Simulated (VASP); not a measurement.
Hf, 1 atom in the cell. The structure is cubic, space group Im-3m (No. 229). Conventional cell: a = 3.519 Å, b = 3.519 Å, c = 3.519 Å, α = 90.00°, β = 90.00°, γ = 90.00°. Hf (site symmetry m-3m) has 14 Hf at 3.05 to 3.52 Å within 4.0 Å. 

| Property | Result |
| --- | --- |
| Program | VASP 6.6.1 |
| Task | relaxation of cell and atoms |
| Functional | PBE |
| Potentials or basis | VASP PAW PBE potentials, release 64 (Hf_pv) |
| Cutoff | 600 eV |
| k mesh | 16 × 16 × 16 |
| Occupations | fermi-dirac, width 0.08 eV |
| Spin | no spin polarisation |
| Dipole correction | no |
| Further INCAR settings | ALGO = Normal; EDIFF = 1e-07; IBRION = 2; EDIFFG = -0.005; NSW = 100; ISIF = 3 |

Potentials or basis: VASP PAW PBE potentials, release 64 (Hf_pv).

Command:

```bash
$ cat potpaw_PBE.64/Hf_pv/POTCAR > POTCAR
$ mpirun -np 1 vasp_std > vasp.out
```

Hardware: 1 thread of Intel Xeon 6975P-C, with other jobs on the host.

Estimate the wall time of this run.

It took 69 s on 1 thread of Intel Xeon 6975P-C, with other jobs on the host, peak memory 0.18 GiB. Counts: scf iterations 28, k points 145, ion steps 3.
